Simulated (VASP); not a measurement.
# Ti (P6/mmm) in VASP: settings compared

Aim: see how the results for Ti move with the level of theory and the settings. Levels: LDA, PBE, PBEsol, RPBE. Tasks: relaxation of cell and atoms.

Everything below comes from runs of VASP 6.6.1. Logs are shortened: lines on timing, memory, paths and dates and some standing lists are left out, and cuts for length are marked.

### Step 1. The cell of the first run

The structure is hexagonal, space group P6/mmm (No. 191). The conventional cell has a = 4.567 Å, b = 4.567 Å, c = 2.826 Å, α = 90.00°, β = 90.00°, γ = 120.00°. Within 3.5 Å of Ti (site symmetry -6m2) lie 11 Ti at 2.64 to 2.99 Å. Ti (site symmetry 6/mmm) has 14 Ti at 2.83 to 2.99 Å within 3.7 Å.

This isn't the form of Ti at room conditions, which is hcp.

### Step 2. Relaxation of cell and atoms, LDA

INCAR reads:

```
  ALGO = Normal
  EDIFF = 1E-6
  EDIFFG = -0.005
  ENCUT = 600
  IBRION = 2
  ISIF = 3
  ISMEAR = -1
  LASPH = True
  LCHARG = False
  LREAL = False
  LWAVE = False
  NELM = 100
  NSW = 80
  PREC = Accurate
  SIGMA = 0.05
```

KPOINTS reads:

```
k-points
0
Gamma
  7 7 9
```

POSCAR reads:

```
Ti
1.0
    4.5673748306      0.0000000000      0.0000000000
   -2.2836874153      3.9554626319      0.0000000000
    0.0000000000      0.0000000000      2.8262442700
Ti
3
Direct
    0.6666666667      0.3333333333      0.5000000000
    0.3333333333      0.6666666667      0.5000000000
    0.0000000000      0.0000000000      0.0000000000
```

Potentials or basis: VASP PAW LDA potentials, release 64 (Ti_sv).

Command:

```sh
> cat potpaw_LDA.64/Ti_sv/POTCAR > POTCAR
> mpirun -np 1 vasp_std > vasp.out
```

OUTCAR:

```text
EDIFF = 1E-6
   EDIFFG = -0.005
   ENCUT = 600
   IBRION = 2
   ISIF = 3
   ISMEAR = -1
   LASPH = True
   LREAL = False
   NELM = 100
   NSW = 80
   PREC = Accurate

 ion  position               nearest neighbor table
   1  0.667  0.333  0.500-   2 2.64   2 2.64   2 2.64
   2  0.333  0.667  0.500-   1 2.64   1 2.64   1 2.64
   3  0.000  0.000  0.000-

  LATTYP: Found a hexagonal cell.
 ALAT       =     4.5673748306
 C/A-ratio  =     0.6187896494

  Lattice vectors:

 A1 = (   4.5673748306,   0.0000000000,   0.0000000000)
 A2 = (  -2.2836874153,   3.9554626319,   0.0000000000)
 A3 = (   0.0000000000,   0.0000000000,   2.8262442700)

Analysis of symmetry for initial positions (statically):
=====================================================================
 Subroutine PRICEL returns:
 Original cell was already a primitive cell.

 Routine SETGRP: Setting up the symmetry group for a
 hexagonal supercell.

 Subroutine GETGRP returns: Found 24 space group operations
 (whereof 24 operations were pure point group operations)
 out of a pool of 24 trial point group operations.

The static configuration has the point symmetry D_6h.

Analysis of symmetry for dynamics (positions and initial velocities):
=====================================================================
 Subroutine PRICEL returns:
 Original cell was already a primitive cell.

 Routine SETGRP: Setting up the symmetry group for a
 hexagonal supercell.

 Subroutine GETGRP returns: Found 24 space group operations
 (whereof 24 operations were pure point group operations)
 out of a pool of 24 trial point group operations.

The dynamic configuration has the point symmetry D_6h.

 Subroutine INISYM returns: Found 24 space group operations
 (whereof 24 operations are pure point group operations),
 and found     1 'primitive' translations

----------------------------------------------------------------------------------------

                                     Primitive cell

  volume of cell :      51.0592

  direct lattice vectors                    reciprocal lattice vectors
     4.567374831  0.000000000  0.000000000     0.218944150  0.126407464  0.000000000
    -2.283687415  3.955462632  0.000000000     0.000000000  0.252814928  0.000000000
     0.000000000  0.000000000  2.826244270     0.000000000  0.000000000  0.353826458

  length of vectors
     4.567374831  4.567374831  2.826244270     0.252814928  0.252814928  0.353826458

  position of ions in fractional coordinates (direct lattice)
     0.666666667  0.333333333  0.500000000
     0.333333333  0.666666667  0.500000000
     0.000000000  0.000000000  0.000000000

  ion indices of the primitive-cell ions
   primitive index   ion index
                 1           1
                 2           2
                 3           3

----------------------------------------------------------------------------------------

 KPOINTS: k-points

Automatic generation of k-mesh.
 Grid dimensions read from file:
 generate k-points for:    7    7    9

 Generating k-lattice:

  Cartesian coordinates                     Fractional coordinates (reciprocal lattice)
     0.031277736  0.018058209  0.000000000     0.142857143 -0.000000000  0.000000000
     0.000000000  0.036116418  0.000000000     0.000000000  0.142857143  0.000000000
     0.000000000  0.000000000  0.039314051     0.000000000  0.000000000  0.111111111

  Length of vectors
     0.036116418  0.036116418  0.039314051

  Shift w.r.t. Gamma in fractional coordinates (k-lattice)
     0.000000000  0.000000000  0.000000000

 Subroutine IBZKPT returns following result:
 ===========================================

 Found     40 irreducible k-points:

 Following reciprocal coordinates:
            Coordinates               Weight
  0.000000  0.000000  0.000000      1.000000
  0.142857  0.000000  0.000000      6.000000
  0.285714  0.000000  0.000000      6.000000
  0.428571  0.000000  0.000000      6.000000
  0.142857  0.142857  0.000000      6.000000
  0.285714  0.142857  0.000000     12.000000
[... 16 lines left out ...]
  0.428571  0.142857  0.222222     12.000000
  0.285714  0.285714  0.222222     12.000000
 [... further k-points ...]
   k-points           NKPTS =     40   k-points in BZ     NKDIM =     40   number of bands    NBANDS=     22
   number of dos      NEDOS =    301   number of ions     NIONS =      3
   total plane-waves  NPLWV =  31104
   dimension x,y,z NGX =    36 NGY =   36 NGZ =   24
   dimension x,y,z NGXF=    72 NGYF=   72 NGZF=   48
   ions per type =               3
   NGX,Y,Z   is equivalent  to a cutoff of  13.10, 13.10, 14.12 a.u.
   NGXF,Y,Z  is equivalent  to a cutoff of  26.21, 26.21, 28.23 a.u.
 SYSTEM =  unknown system
   PREC   = accura    normal or accurate (medium, high low for compatibility)
   ISTART =      0    job   : 0-new  1-cont  2-samecut
   ICHARG =      2    charge: 1-file 2-atom 10-const
   ISPIN  =      1    spin polarized calculation?
   LNONCOLLINEAR =      F non collinear calculations
   LSORBIT =      F    spin-orbit coupling
   LASPH  =      T    aspherical Exc in radial PAW
   ENCUT  =  600.0 eV  44.10 Ry    6.64 a.u.   9.12  9.12  5.64*2*pi/ulx,y,z
   NELM   =    100;   NELMIN=  2; NELMDL= -5     # of ELM steps
   EDIFF  = 0.1E-05   stopping-criterion for ELM
   LREAL  =      F    real-space projection
   EDIFFG = -.5E-02   stopping-criterion for IOM
   NSW    =     80    number of steps for IOM
   IBRION =      2    ionic relax: 0-MD 1-quasi-New 2-CG
   NFREE  =      1    steps in history (QN), initial steepest desc. (CG)
   ISIF   =      3    stress and relaxation
   ISYM   =      2    0-nonsym 1-usesym 2-fastsym
   POTIM  = 0.5000    time-step for ionic-motion
   TEBEG  =    0.0;   TEEND  =   0.0 temperature during run
   PSTRESS=    0.0 pullay stress
   NELECT =      36.0000    total number of electrons
   NUPDOWN=      -1.0000    fix difference up-down
   EMIN   =  10.00;   EMAX   =-10.00  energy-range for DOS
   EFERMI =   0.00;   METHOD = LEGACY
   ISMEAR =    -1;   SIGMA  =   0.05  broadening in eV -4-tet -1-fermi 0-gaus
   EFERMI_NEDOS =   21; number of points for ismear=-14 and -15
   IALGO  =     38    algorithm
   IMIX   =      4    mixing-type and parameters
     AMIX     =   0.40;   BMIX     =  1.00
     AMIX_MAG =   1.60;   BMIX_MAG =  1.00
  volume/ion in A,a.u.               =      17.02       114.85
  Fermi-wavevector in a.u.,A,eV,Ry     =   1.457084  2.753489 28.886426  2.123092
  Thomas-Fermi vector in A             =   2.573926
   LORBIT       =      0    0 simple, 1 ext, 2 COOP (PROOUT), +10 PAW based schemes
   GGA     = CA    functional components
   LHFCALC =     F    Hartree Fock is set to
   AEXX    =    0.0000 exact exchange contribution
   IVDW    =     0    specifies the selected vdW correction
   LEPSILON=     F    determine dielectric tensor
   LRPA    =     F    only Hartree local field effects (RPA)
 conjugate gradient relaxation of ions
 non-spin polarized calculation
  energy-cutoff  :      600.00
  volume of cell :       51.06
 maximum number of plane-waves:      1728
   NGX = 19   NGY = 19   NGZ = 11

--------------------------------------- Ionic step        1  -------------------------------------------

 number of electron      35.9999989 magnetization

 Free energy of the ion-electron system (eV)
  ---------------------------------------------------
  ext. energy  EPLUGINS =         0.00000000
  ---------------------------------------------------
  free energy    TOTEN  =       -25.63753460 eV

  energy without entropy =      -25.61381213  energy(sigma->0) =      -25.62567337

------------------------ aborting loop because EDIFF is reached ----------------------------------------

  FORCE on cell =-STRESS in cart. coord.  units (eV):
  Direction    XX          YY          ZZ          XY          YZ          ZX
  --------------------------------------------------------------------------------------
  -------------------------------------------------------------------------------------
  Total       -2.6220218     -2.6220218     -2.4741047      0.0000000      0.0000000     -0.0000000
  in kB      -82.2760158    -82.2760158    -77.6345467      0.0000000      0.0000000     -0.0000000
  external PRESSURE =     -80.7288594 kB  Pullay stress =       0.0000000 kB
[... 281 lines left out ...]
  energy  without entropy=      -25.7094593962  energy(sigma->0) =      -25.72131543

--------------------------------------- Ionic step        9  -------------------------------------------

 number of electron      36.0000005 magnetization

 Free energy of the ion-electron system (eV)
  ---------------------------------------------------
  ext. energy  EPLUGINS =         0.00000000
  ---------------------------------------------------
  free energy    TOTEN  =       -25.73318449 eV

  energy without entropy =      -25.70946941  energy(sigma->0) =      -25.72132695

 E-fermi :   8.9976     XC(G=0): -12.2356

 val. band max:        8.9908104107   @ k =   0.0000   0.0000   0.0000
 cond. band min:       8.9996511813   @ k =   0.4286   0.1429   0.2222
 fundamental gap:      0.0088407706
 Fermi energy:         8.9976406092

 k-point     1 :       0.0000    0.0000    0.0000
  band No.  band energies     occupation
      1     -47.0524      2.00000
      2     -46.7937      2.00000
      3     -46.5745      2.00000
      4     -23.7833      2.00000
      5     -23.7833      2.00000
      6     -23.7369      2.00000
[... 574 lines left out ...]
      6     -23.7375      2.00000
[... 14 lines left out ...]
     21       9.8184      0.00000
     22      10.0468      0.00000

 [... further k-points ...]

------------------------ aborting loop because EDIFF is reached ----------------------------------------

  FORCE on cell =-STRESS in cart. coord.  units (eV):
  Direction    XX          YY          ZZ          XY          YZ          ZX
  --------------------------------------------------------------------------------------
  -------------------------------------------------------------------------------------
  Total       -0.0034284     -0.0034284     -0.0121348      0.0000000      0.0000000      0.0000000
  in kB       -0.1156787     -0.1156787     -0.4094431      0.0000000      0.0000000      0.0000000
  external PRESSURE =      -0.2136002 kB  Pullay stress =       0.0000000 kB
[... 18 lines left out ...]
  FREE ENERGIE OF THE ION-ELECTRON SYSTEM (eV)
  ---------------------------------------------------
  free  energy   TOTEN  =       -25.7331844862 eV

  energy  without entropy=      -25.7094694123  energy(sigma->0) =      -25.72132695

 reached required accuracy - stopping structural energy minimisation
```

It took 7.4 min on 1 thread of Intel Xeon 8259CL, shared host; peak memory 0.19 GiB.

Results:

* Free energy: -25.7332 eV
* Relaxed volume: 15.83 Å³/atom
* Relaxed cell: a = 4.451 Å, b = 4.451 Å, c = 2.768 Å, α = 90.00°, β = 90.00°, γ = 120.00°
* Space group after relaxing (to 0.1 Å): P6/mmm (No. 191)
* Energy gained by relaxing: 31.9 meV/atom
* Ionic steps: 9
* Pressure after relaxing: 0.0 GPa
* Band gap on the k mesh: zero (bands 18 and 19 overlap by 0.34 eV)

The path:
```csv
step,energy change (eV),largest force (eV/Å),pressure (GPa),volume (Å³)
1,0.0000,0.0000,-8.07,51.06
2,-0.0383,0.0000,7.63,44.98
3,-0.0954,0.0000,-0.04,47.50
4,-0.0954,0.0000,0.10,47.43
5,-0.0956,0.0000,0.13,47.43
6,-0.0956,0.0000,0.14,47.43
7,-0.0956,0.0000,0.14,47.43
8,-0.0956,0.0000,-0.09,47.52
9,-0.0956,0.0000,-0.02,47.48
```

Final structure:
```
Ti
1.0
     4.45051    0.00000    0.00000
    -2.22525    3.85425    0.00000
     0.00000    0.00000    2.76822
Ti
3
Direct
  0.66667 0.33333 0.50000
  0.33333 0.66667 0.50000
  0.00000 0.00000 0.00000
```

Levels at points of the mesh, in eV from the Fermi level:
| k point | band 16 | band 17 | band 18 | band 19 | band 20 | band 21 |
| --- | --- | --- | --- | --- | --- | --- |
| (0.00, 0.00, 0.00) | -0.70 | -0.59 | -0.59 | -0.01 | 0.72 | 1.35 |

### Step 3. Relaxation of cell and atoms, PBE

INCAR reads:

```
PREC = Accurate
ENCUT = 600
EDIFF = 1E-6
ISMEAR = -1
SIGMA = 0.05
LREAL = False
LASPH = True
NELM = 60
ALGO = Normal
ISIF = 3
LWAVE = False
LCHARG = False
GGA = PE
IBRION = 2
NSW = 80
EDIFFG = -0.005
```

KPOINTS reads:

```
regular mesh
0
Gamma
  7 7 9
```

POSCAR is that of step 2.

Potentials or basis: VASP PAW PBE potentials, release 64 (Ti_sv).

Command:

```sh
> cat potpaw_PBE.64/Ti_sv/POTCAR > POTCAR
> mpirun -np 1 vasp_std > vasp.out
```

It took 4 min on 1 thread of Intel Xeon 8259CL, shared host; peak memory 0.2 GiB.

It converged, with:

| Quantity | Value |
| --- | --- |
| Free energy | -23.5343 eV |
| Relaxed volume | 17.10 Å³/atom |
| Relaxed cell | a = 4.576 Å, b = 4.576 Å, c = 2.829 Å, α = 90.00°, β = 90.00°, γ = 120.00° |
| Space group after relaxing (to 0.1 Å) | P6/mmm (No. 191) |
| Energy gained by relaxing | 0.2 meV/atom |
| Ionic steps | 5 |
| Pressure after relaxing | 0.0 GPa |
| Band gap on the k mesh | zero (bands 18 and 19 overlap by 0.26 eV) |

Step by step:
```
step  energy change (eV)  largest force (eV/Å)  pressure (GPa)  volume (Å³)
   1              0.0000                0.0000            0.58        51.06
   2             -0.0002                0.0000           -0.39        51.51
   3             -0.0004                0.0000           -0.01        51.31
   4             -0.0004                0.0000            0.01        51.30
   5             -0.0005                0.0000            0.01        51.30
```

Final structure:
```xyz
3
Lattice="4.5761 0.0000 0.0000 -2.2880 3.9630 0.0000 0.0000 0.0000 2.8289" Properties=species:S:1:pos:R:3 pbc="T T T"
Ti    2.2880    1.3210    1.4145
Ti    0.0000    2.6420    1.4145
Ti    0.0000    0.0000    0.0000
```

Levels at points of the mesh, in eV from the Fermi level:
| k point | band 16 | band 17 | band 18 | band 19 | band 20 | band 21 |
| --- | --- | --- | --- | --- | --- | --- |
| (0.00, 0.00, 0.00) | -0.70 | -0.61 | -0.61 | -0.03 | 0.68 | 1.30 |

### Step 4. Relaxation of cell and atoms, PBEsol

INCAR reads:

```
  PREC = Accurate
  ENCUT = 600
  EDIFF = 1E-6
  ISMEAR = -1
  SIGMA = 0.05
  LREAL = False
  LASPH = True
  NELM = 80
  ALGO = Normal
  ISIF = 3
  LWAVE = False
  LCHARG = False
  GGA = PS
  IBRION = 2
  NSW = 80
  EDIFFG = -0.005
```

KPOINTS is that of step 3.

POSCAR is that of step 3.

Command:

```sh
> cat potpaw_PBE.64/Ti_sv/POTCAR > POTCAR
> mpirun -np 1 vasp_std > vasp.out
```

Wall time 5.9 min (1 thread of Intel Xeon 8259CL, shared host); peak memory 0.21 GiB.

Results (log left out):

| Property | Result |
| --- | --- |
| Free energy | -25.0718 eV |
| Relaxed volume | 16.42 Å³/atom |
| Relaxed cell | a = 4.511 Å, b = 4.511 Å, c = 2.796 Å, α = 90.00°, β = 90.00°, γ = 120.00° |
| Space group after relaxing (to 0.1 Å) | P6/mmm (No. 191) |
| Energy gained by relaxing | 7.4 meV/atom |
| Ionic steps | 7 |
| Pressure after relaxing | 0.0 GPa |
| Band gap on the k mesh | zero (bands 18 and 19 overlap by 0.30 eV) |

Step by step:
| step | energy change (eV) | largest force (eV/Å) | pressure (GPa) | volume (Å³) |
| --- | --- | --- | --- | --- |
| 1 | 0.0000 | 0.0000 | -3.89 | 51.06 |
| 2 | -0.0103 | 0.0000 | 3.14 | 48.07 |
| 3 | -0.0222 | 0.0000 | 0.02 | 49.30 |
| 4 | -0.0222 | 0.0000 | -0.06 | 49.33 |
| 5 | -0.0223 | 0.0000 | -0.09 | 49.33 |
| 6 | -0.0223 | 0.0000 | -0.08 | 49.33 |
| 7 | -0.0223 | 0.0000 | 0.03 | 49.27 |

Final structure:
```yaml
crystal:
  lattice:
    - [4.51087, 0.00000, 0.00000]
    - [-2.25544, 3.90653, 0.00000]
    - [0.00000, 0.00000, 2.79609]
  atoms:
    - { symbol: Ti, position: [0.66667, 0.33333, 0.50000] }
    - { symbol: Ti, position: [0.33333, 0.66667, 0.50000] }
    - { symbol: Ti, position: [0.00000, 0.00000, 0.00000] }
```

Levels at points of the mesh, in eV from the Fermi level:
```tsv
k point	band 16	band 17	band 18	band 19	band 20	band 21
(0.00, 0.00, 0.00)	-0.71	-0.61	-0.61	-0.01	0.71	1.34
```

Caveat: the PAW data sets were made with another functional, which shifts forces and pressure a little.

### Step 5. Relaxation of cell and atoms, RPBE

INCAR reads:

```
PREC = Accurate
ENCUT = 600
EDIFF = 1E-7
ISMEAR = -1
SIGMA = 0.05
LREAL = False
LASPH = True
NELM = 100
ALGO = Normal
ISIF = 3
LWAVE = False
LCHARG = False
GGA = RP
IBRION = 2
NSW = 80
EDIFFG = -0.005
```

KPOINTS is that of step 4.

POSCAR is that of step 4.

Command:

```sh
> cat potpaw_PBE.64/Ti_sv/POTCAR > POTCAR
> mpirun -np 1 vasp_std > vasp.out
```

It took 6.9 min on 1 thread of Intel Xeon 8259CL, shared host; peak memory 0.21 GiB.

It converged, with:

| Item | Value |
| --- | --- |
| Free energy | -22.3255 eV |
| Relaxed volume | 17.61 Å³/atom |
| Relaxed cell | a = 4.624 Å, b = 4.624 Å, c = 2.854 Å, α = 90.00°, β = 90.00°, γ = 120.00° |
| Space group after relaxing (to 0.1 Å) | P6/mmm (No. 191) |
| Energy gained by relaxing | 6.8 meV/atom |
| Ionic steps | 7 |
| Pressure after relaxing | 0.0 GPa |
| Band gap on the k mesh | zero (bands 18 and 19 overlap by 0.24 eV) |

Step by step:
```
step  energy change (eV)  largest force (eV/Å)  pressure (GPa)  volume (Å³)
   1              0.0000                0.0000            3.78        51.06
   2             -0.0108                0.0000           -2.38        54.09
   3             -0.0203                0.0000           -0.01        52.83
   4             -0.0203                0.0000            0.06        52.79
   5             -0.0204                0.0000            0.07        52.79
   6             -0.0204                0.0000            0.07        52.79
   7             -0.0204                0.0000           -0.03        52.84
```

Final structure:
```
Ti
1.0
     4.62402    0.00000    0.00000
    -2.31201    4.00452    0.00000
     0.00000    0.00000    2.85381
Ti
3
Direct
  0.66667 0.33333 0.50000
  0.33333 0.66667 0.50000
  0.00000 0.00000 0.00000
```

Levels at points of the mesh, in eV from the Fermi level:
```tsv
k point	band 14	band 15	band 16	band 17	band 18	band 19	band 20	band 21	band 22
(0.00, 0.00, 0.00)	-1.85	-0.70	-0.70	-0.62	-0.62	-0.03	0.67	1.27	1.27
```

Caveat: the PAW data sets were made with another functional, which shifts forces and pressure a little.

### Step 6. Summary

| level | potentials or basis | gap on the mesh (eV) | pressure (GPa) | relaxed volume (Å³/atom) |
| --- | --- | --- | --- | --- |
| LDA | VASP PAW LDA potentials, release 64 (Ti_sv) | none | 0.0 | 15.83 |
| PBE | VASP PAW PBE potentials, release 64 (Ti_sv) | none | 0.0 | 17.10 |
| PBEsol | VASP PAW PBE potentials, release 64 (Ti_sv) | none | 0.0 | 16.42 |
| RPBE | VASP PAW PBE potentials, release 64 (Ti_sv) | none | 0.0 | 17.61 |

Alike in all rows: task relaxation of cell and atoms; no spin polarisation; cell relaxed; k mesh 7 × 7 × 9; cutoff (eV) 600; smearing fermi-dirac 0.05 eV.

Caveats: the PAW data sets were made with another functional, which shifts forces and pressure a little (at least some runs).

Absolute energies hang on the potentials; compare differences alone.

The gap in the log of VASP goes by the Fermi energy; the results here count the filled bands.